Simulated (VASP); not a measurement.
HgTe, 2 atoms in the cell. The structure is cubic, space group F-43m (No. 216). Conventional cell: a = 6.532 Å, b = 6.532 Å, c = 6.532 Å, α = 90.00°, β = 90.00°, γ = 90.00°. Hg (site symmetry -43m) has 4 Te at 2.83 Å within 3.7 Å. Te (site symmetry -43m) has 4 Hg at 2.83 Å within 3.7 Å.  This cell differs from its parent crystal: volume scaled by 1.04.

```yaml
Program: VASP 6.6.1
Task: relaxation of the atoms
Functional: PBE
Potentials_or_basis: VASP PAW PBE potentials, release 64 (Hg, Te)
Cutoff: 520 eV
k_mesh: 13 × 13 × 13
Occupations: fermi-dirac, width 0.05 eV
Spin: no spin polarisation
Dipole_correction: no
Further_INCAR_settings: ALGO = Normal; EDIFF = 1e-07; IBRION = 2; EDIFFG = -0.02; NSW = 80
```

Potentials or basis: VASP PAW PBE potentials, release 64 (Hg, Te).

Command:

```bash
$ cat potpaw_PBE.64/Hg/POTCAR potpaw_PBE.64/Te/POTCAR > POTCAR
$ mpirun -np 1 vasp_std > vasp.out
```

Hardware: 1 thread of Intel(R) Xeon(R) Platinum 8375C CPU @ 2.90GHz (Ice Lake), on a shared host.

Question: How long does it take, and how much memory?

Answer: Wall time 51 s on 1 thread of Intel(R) Xeon(R) Platinum 8375C CPU @ 2.90GHz (Ice Lake) (shared host), peak memory 0.26 GiB. Counts: scf iterations 13, k points 84, ion steps 1.
